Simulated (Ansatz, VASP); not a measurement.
## Two plane-wave programs on WSe2

```
CELL_PARAMETERS angstrom
1.64330 0.94876 6.49727
-1.64330 0.94876 6.49727
0.00000 -1.89752 6.49727
ATOMIC_POSITIONS crystal
W 0.00000 0.00000 0.00000
Se 0.24626 0.24626 0.24626
Se 0.75374 0.75374 0.75374
```

Alike in both runs: task single point; functional PBE; k mesh 10 × 10 × 10; occupations fermi-dirac, width 0.02 eV; no spin polarisation.

```csv
,VASP,Ansatz
version,VASP 6.6.1,Ansatz 0.2.0
potentials or method,"VASP PAW PBE potentials, release 64 (W_sv, Se)","plane waves, PAW"
plane-wave cutoff (eV),520,420
valence electrons in the cell,26,46
```

VASP gave:

* pressure (GPa): 3.5
* traceless stress, the component that is largest in VASP (GPa): 1.62
* rms of the force components (eV/Å): 0.168

Task: Which values does Ansatz return?

Result: Pressure (GPa): 3.2; traceless stress, the component that is largest in VASP (GPa): 1.57; rms of the force components (eV/Å): 0.149.

Atom by atom the forces differ by 0.019 eV/Å (rms over components). With one functional, cell and mesh, what is left measures potentials, basis and numerics. VASP's potentials hold 26 valence electrons a cell and Ansatz's 46, so a difference there can come from the potentials and not from the codes.

Neither program's run includes spin-orbit coupling.
